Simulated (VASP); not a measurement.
# Ho2O (P-62m) in VASP: relaxation of cell and atoms with PBE

Aim: the relaxation of cell and atoms of Ho2O with PBE.

Program: VASP 6.6.1. These are calculated values, not measurements. Logs are shortened: lines on timing, memory, paths and dates and some standing lists are left out, and cuts for length are marked.

## (1) The cell of the first run

The structure is hexagonal, space group P-62m (No. 189). Conventional cell: a = 5.226 Å, b = 5.226 Å, c = 4.835 Å, α = 90.00°, β = 90.00°, γ = 120.00°. Within 3.9 Å of Ho (site symmetry m2m) lie 8 Ho at 2.97 to 3.03 Å and 4 O at 2.98 Å. Within 3.9 Å of Ho (site symmetry -62m) lie 6 Ho at 2.97 Å and 6 O at 3.02 Å. Within 3.9 Å of O (site symmetry -6) lie 9 Ho at 2.98 to 3.02 Å and 3 O at 3.02 Å.

The cell was generated, and may not be a known phase.

## (2) Relaxation of cell and atoms, PBE

File INCAR:

```
  PREC = Accurate
  ENCUT = 600
  EDIFF = 1E-7
  ISMEAR = 0
  SIGMA = 0.2
  LREAL = False
  LASPH = True
  NELM = 200
  ALGO = Normal
  ISIF = 3
  LWAVE = False
  LCHARG = False
  GGA = PE
  IBRION = 2
  NSW = 36
  EDIFFG = -0.08
  GGA_COMPAT = False
  NELMIN = 4
  LMAXMIX = 6
```

File KPOINTS:

```
regular mesh
0
Gamma
  4 4 4
```

File POSCAR:

```
Ho2O
1.0
    5.2263734400      0.0000000000      0.0000000000
   -2.6131867200      4.5261721700      0.0000000000
    0.0000000000      0.0000000000      4.8351035400
Ho O
4 2
Direct
    0.6685105400      0.6685105400      0.0000000000
    0.0000000000      0.0000000000      0.5000000000
    0.0000000000      0.3314894600      0.0000000000
    0.3314894600      0.0000000000      0.0000000000
    0.3333333300      0.6666666700      0.5000000000
    0.6666666700      0.3333333300      0.5000000000
```

Potentials or basis: VASP PAW PBE potentials, release 64 (Ho_3, O), 4f in core.

Started as:

```sh
$ cat potpaw_PBE.64/Ho_3/POTCAR potpaw_PBE.64/O/POTCAR > POTCAR
$ mpirun -np 1 vasp_std > vasp.out
```

OUTCAR:

```text
PREC = Accurate
   ENCUT = 600
   EDIFF = 1E-7
   ISMEAR = 0
   LREAL = False
   LASPH = True
   NELM = 200
   ISIF = 3
   GGA = PE
   IBRION = 2
   NSW = 36
   EDIFFG = -0.08
   NELMIN = 4

 ion  position               nearest neighbor table
   1  0.669  0.669  0.000-   2 2.97   2 2.97   4 3.00   3 3.00   4 3.03   3 3.03   3 3.03   4 3.03

   2  0.000  0.000  0.500-   4 2.97   4 2.97   1 2.97   1 2.97   3 2.97   3 2.97
   3  0.000  0.331  0.000-   2 2.97   2 2.97   4 3.00   1 3.00   4 3.03   1 3.03   1 3.03   4 3.03

   4  0.331  0.000  0.000-   2 2.97   2 2.97   3 3.00   1 3.00   1 3.03   3 3.03   3 3.03   1 3.03

   5  0.333  0.667  0.500-
   6  0.667  0.333  0.500-

  LATTYP: Found a hexagonal cell.
 ALAT       =     5.2263734400
 C/A-ratio  =     0.9251354874

  Lattice vectors:

 A1 = (   5.2263734400,   0.0000000000,   0.0000000000)
 A2 = (  -2.6131867200,   4.5261721700,   0.0000000000)
 A3 = (   0.0000000000,   0.0000000000,   4.8351035400)

Analysis of symmetry for initial positions (statically):
=====================================================================
 Subroutine PRICEL returns:
 Original cell was already a primitive cell.

 Routine SETGRP: Setting up the symmetry group for a
 hexagonal supercell.

 Subroutine GETGRP returns: Found 12 space group operations
 (whereof 12 operations were pure point group operations)
 out of a pool of 24 trial point group operations.

The static configuration has the point symmetry D_3h.

Analysis of symmetry for dynamics (positions and initial velocities):
=====================================================================
 Subroutine PRICEL returns:
 Original cell was already a primitive cell.

 Routine SETGRP: Setting up the symmetry group for a
 hexagonal supercell.

 Subroutine GETGRP returns: Found 12 space group operations
 (whereof 12 operations were pure point group operations)
 out of a pool of 24 trial point group operations.

The dynamic configuration has the point symmetry D_3h.

 Subroutine INISYM returns: Found 12 space group operations
 (whereof 12 operations are pure point group operations),
 and found     1 'primitive' translations

----------------------------------------------------------------------------------------

                                     Primitive cell

  volume of cell :     114.3766

  direct lattice vectors                    reciprocal lattice vectors
     5.226373440  0.000000000  0.000000000     0.191337265  0.110468621  0.000000000
    -2.613186720  4.526172170  0.000000000     0.000000000  0.220937243  0.000000000
     0.000000000  0.000000000  4.835103540     0.000000000  0.000000000  0.206820804

  length of vectors
     5.226373440  5.226373441  4.835103540     0.220937243  0.220937243  0.206820804

  position of ions in fractional coordinates (direct lattice)
     0.668510540  0.668510540  0.000000000
     0.000000000  0.000000000  0.500000000
     1.000000000  0.331489460  0.000000000
     0.331489460  0.000000000  0.000000000
     0.333333330  0.666666670  0.500000000
     0.666666670  0.333333330  0.500000000

  ion indices of the primitive-cell ions
   primitive index   ion index
                 1           1
                 2           2
                 3           3
                 4           4
                 5           5
                 6           6

----------------------------------------------------------------------------------------

 KPOINTS: regular mesh

Automatic generation of k-mesh.
 Grid dimensions read from file:
 generate k-points for:    4    4    4

 Generating k-lattice:

  Cartesian coordinates                     Fractional coordinates (reciprocal lattice)
     0.047834316  0.027617155  0.000000000     0.250000000 -0.000000000  0.000000000
     0.000000000  0.055234311  0.000000000     0.000000000  0.250000000  0.000000000
     0.000000000  0.000000000  0.051705201     0.000000000  0.000000000  0.250000000

  Length of vectors
     0.055234311  0.055234311  0.051705201

  Shift w.r.t. Gamma in fractional coordinates (k-lattice)
     0.000000000  0.000000000  0.000000000

 Subroutine IBZKPT returns following result:
 ===========================================

 Found     12 irreducible k-points:

 Following reciprocal coordinates:
            Coordinates               Weight
  0.000000  0.000000  0.000000      1.000000
  0.250000 -0.000000  0.000000      6.000000
  0.500000 -0.000000  0.000000      3.000000
  0.250000  0.250000  0.000000      6.000000
  0.000000  0.000000  0.250000      2.000000
  0.250000 -0.000000  0.250000     12.000000
  0.500000 -0.000000  0.250000      6.000000
  0.250000  0.250000  0.250000     12.000000
  0.000000  0.000000  0.500000      1.000000
  0.250000 -0.000000  0.500000      6.000000
  0.500000 -0.000000  0.500000      3.000000
  0.250000  0.250000  0.500000      6.000000
   k-points           NKPTS =     12   k-points in BZ     NKDIM =     12   number of bands    NBANDS=     28
   number of dos      NEDOS =    301   number of ions     NIONS =      6
   total plane-waves  NPLWV =  70560
   dimension x,y,z NGX =    42 NGY =   42 NGZ =   40
   dimension x,y,z NGXF=    84 NGYF=   84 NGZF=   80
   ions per type =               4   2
   NGX,Y,Z   is equivalent  to a cutoff of  13.36, 13.36, 13.75 a.u.
   NGXF,Y,Z  is equivalent  to a cutoff of  26.72, 26.72, 27.51 a.u.
 SYSTEM =  unknown system
   PREC   = accura    normal or accurate (medium, high low for compatibility)
   ISTART =      0    job   : 0-new  1-cont  2-samecut
   ICHARG =      2    charge: 1-file 2-atom 10-const
   ISPIN  =      1    spin polarized calculation?
   LNONCOLLINEAR =      F non collinear calculations
   LSORBIT =      F    spin-orbit coupling
   LASPH  =      T    aspherical Exc in radial PAW
   ENCUT  =  600.0 eV  44.10 Ry    6.64 a.u.  10.44 10.44  9.66*2*pi/ulx,y,z
   NELM   =    200;   NELMIN=  4; NELMDL= -5     # of ELM steps
   EDIFF  = 0.1E-06   stopping-criterion for ELM
   LREAL  =      F    real-space projection
   EDIFFG = -.8E-01   stopping-criterion for IOM
   NSW    =     36    number of steps for IOM
   IBRION =      2    ionic relax: 0-MD 1-quasi-New 2-CG
   NFREE  =      1    steps in history (QN), initial steepest desc. (CG)
   ISIF   =      3    stress and relaxation
   ISYM   =      2    0-nonsym 1-usesym 2-fastsym
   POTIM  = 0.5000    time-step for ionic-motion
   TEBEG  =    0.0;   TEEND  =   0.0 temperature during run
   PSTRESS=    0.0 pullay stress
   NELECT =      48.0000    total number of electrons
   NUPDOWN=      -1.0000    fix difference up-down
   EMIN   =  10.00;   EMAX   =-10.00  energy-range for DOS
   EFERMI =   0.00;   METHOD = LEGACY
   ISMEAR =     0;   SIGMA  =   0.20  broadening in eV -4-tet -1-fermi 0-gaus
   EFERMI_NEDOS =   21; number of points for ismear=-14 and -15
   IALGO  =     38    algorithm
   IMIX   =      4    mixing-type and parameters
     AMIX     =   0.40;   BMIX     =  1.00
     AMIX_MAG =   1.60;   BMIX_MAG =  1.00
  volume/ion in A,a.u.               =      19.06       128.64
  Fermi-wavevector in a.u.,A,eV,Ry     =   1.225677  2.316194 20.439827  1.502285
  Thomas-Fermi vector in A             =   2.360706
   LORBIT       =      0    0 simple, 1 ext, 2 COOP (PROOUT), +10 PAW based schemes
   GGA     = PE    functional components
   LHFCALC =     F    Hartree Fock is set to
   AEXX    =    0.0000 exact exchange contribution
   IVDW    =     0    specifies the selected vdW correction
   LEPSILON=     F    determine dielectric tensor
   LRPA    =     F    only Hartree local field effects (RPA)
 conjugate gradient relaxation of ions
 non-spin polarized calculation
 Gauss-broadening in eV      SIGMA  =   0.20
  energy-cutoff  :      600.00
  volume of cell :      114.38
 maximum number of plane-waves:      3836
 NGX is ok and might be reduce to    42
   NGX = 21   NGY = 21   NGZ = 19

--------------------------------------- Ionic step        1  -------------------------------------------

 number of electron      48.0000001 magnetization

 Free energy of the ion-electron system (eV)
  ---------------------------------------------------
  ext. energy  EPLUGINS =         0.00000000
  ---------------------------------------------------
  free energy    TOTEN  =       -28.98922159 eV

  energy without entropy =      -28.90586911  energy(sigma->0) =      -28.94754535

------------------------ aborting loop because EDIFF is reached ----------------------------------------

  FORCE on cell =-STRESS in cart. coord.  units (eV):
  Direction    XX          YY          ZZ          XY          YZ          ZX
  --------------------------------------------------------------------------------------
  -------------------------------------------------------------------------------------
  Total        5.9011526      5.9011526     -2.7228115      0.0000000      0.0000000      0.0000000
  in kB       82.6628055     82.6628055    -38.1408949      0.0000000      0.0000000      0.0000000
  external PRESSURE =      42.3949053 kB  Pullay stress =       0.0000000 kB
[... 101 lines left out ...]
  FREE ENERGIE OF THE ION-ELECTRON SYSTEM (eV)
  ---------------------------------------------------
  free  energy   TOTEN  =       -31.1891219592 eV

  energy  without entropy=      -31.1028339736  energy(sigma->0) =      -31.14597797

 E-fermi :   3.1987     XC(G=0):  -9.7354

 val. band max:        3.1354503800   @ k =   0.2500  -0.0000   0.0000
 cond. band min:       3.2776910197   @ k =   0.2500   0.2500   0.2500
 fundamental gap:      0.1422406397
 Fermi energy:         3.1987453125

 k-point     1 :       0.0000    0.0000    0.0000
  band No.  band energies     occupation
      1     -22.0607      2.00000
      2     -22.0191      2.00000
      3     -22.0191      2.00000
      4     -21.7069      2.00000
      5     -21.5915      2.00000
      6     -21.5915      2.00000
[... 361 lines left out ...]
     27       3.9932      0.00000
     28       4.0628      0.00000

 E-fermi :   3.8662     XC(G=0): -10.1204

 val. band max:        3.8284682392   @ k =   0.2500   0.2500   0.5000
 cond. band min:       3.8874195770   @ k =   0.2500  -0.0000   0.2500
 fundamental gap:      0.0589513378
 Fermi energy:         3.8662364266

 k-point     1 :       0.0000    0.0000    0.0000
  band No.  band energies     occupation
      1     -21.5489      2.00000
      2     -21.0254      2.00000
      3     -21.0254      2.00000
      4     -20.8069      2.00000
      5     -20.7135      2.00000
      6     -20.7135      2.00000
[... 361 lines left out ...]
     27       4.5657      0.00000
     28       5.4508      0.00000

[... ionic steps 4 to 11 ...]

--------------------------------------- Ionic step       12  -------------------------------------------

 number of electron      47.9999989 magnetization

------------------------ aborting loop because EDIFF is reached ----------------------------------------

  FORCE on cell =-STRESS in cart. coord.  units (eV):
  Direction    XX          YY          ZZ          XY          YZ          ZX
  --------------------------------------------------------------------------------------
  -------------------------------------------------------------------------------------
  Total        0.2678712      0.2678712     -1.2800057      0.0000000      0.0000000      0.0000000
  in kB        3.6755376      3.6755376    -17.5633287      0.0000000      0.0000000      0.0000000
  external PRESSURE =      -3.4040845 kB  Pullay stress =       0.0000000 kB
[... 65 lines left out ...]
  energy  without entropy=      -37.3182428717  energy(sigma->0) =      -37.37075568

--------------------------------------- Ionic step       14  -------------------------------------------

 number of electron      47.9999994 magnetization

 Free energy of the ion-electron system (eV)
  ---------------------------------------------------
  ext. energy  EPLUGINS =         0.00000000
  ---------------------------------------------------
  free energy    TOTEN  =       -37.42777256 eV

  energy without entropy =      -37.32152376  energy(sigma->0) =      -37.37464816

 E-fermi :   4.6926     XC(G=0): -10.8114

 val. band max:        4.6603144042   @ k =   0.2500  -0.0000   0.5000
 cond. band min:       4.7003333739   @ k =   0.2500  -0.0000   0.0000
 fundamental gap:      0.0400189697
 Fermi energy:         4.6926027852

 k-point     1 :       0.0000    0.0000    0.0000
  band No.  band energies     occupation
      1     -20.7720      2.00000
      2     -19.8914      2.00000
      3     -19.8914      2.00000
      4     -19.4122      2.00000
      5     -19.4122      2.00000
      6     -19.3168      2.00000
[... 394 lines left out ...]
  FREE ENERGIE OF THE ION-ELECTRON SYSTEM (eV)
  ---------------------------------------------------
  free  energy   TOTEN  =       -37.4277725647 eV

  energy  without entropy=      -37.3215237576  energy(sigma->0) =      -37.37464816

 reached required accuracy - stopping structural energy minimisation
```

It took 14 min on 1 thread of Intel Xeon 6975P-C (Granite Rapids), shared host; peak memory 0.31 GiB.

What came out:

```
Free energy                           : -37.4278 eV
Relaxed volume                        : 19.34 Å³/atom
Relaxed cell                          : a = 6.602 Å, b = 6.602 Å, c = 3.073 Å, α = 90.00°, β = 90.00°, γ = 120.00°
Space group after relaxing (to 0.1 Å) : P6/mmm (No. 191)
Pressure after relaxing               : 0.1 GPa
Largest force after relaxing          : 0.052 eV/Å
Band gap on the k mesh                : zero (bands 24 and 25 overlap by 0.70 eV)
```

Forces in eV/Å, atoms in the order of the input:
```
Ho   0.026  0.045  0.000
Ho   0.000  0.000  0.000
Ho   0.026 -0.045  0.000
Ho  -0.052  0.000  0.000
O    0.000  0.000  0.000
O    0.000  0.000  0.000
```

Final structure:
```xyz
6
Lattice="6.6024 0.0000 0.0000 -3.3012 5.7178 0.0000 0.0000 0.0000 3.0732" Properties=species:S:1:pos:R:3 pbc="T T T"
Ho    1.6401    2.8408    0.0000
Ho    0.0000    0.0000    1.5366
Ho    4.9413    2.8770    0.0000
Ho    3.3221    0.0000    0.0000
O     0.0000    3.8119    1.5366
O     3.3012    1.9059    1.5366
```

Caveat: the highest band is partly filled, so the run has too few bands; a cell axis changed by over 15 % at a fixed basis, so the end point is rough; spin-orbit coupling is left out, which moves the levels of the heavy elements; the 4f electrons are frozen in the core, so they carry no moment and show no levels; the run has no spin polarisation, though such a crystal can be magnetic; the relaxation stopped at a loose force limit of 0.08 eV/Å, so its end isn't a converged minimum. Spin polarisation is off, so any magnetic state and its effect on volume and gap are missing.

The gap in the log of VASP goes by the Fermi energy; the results here count the filled bands.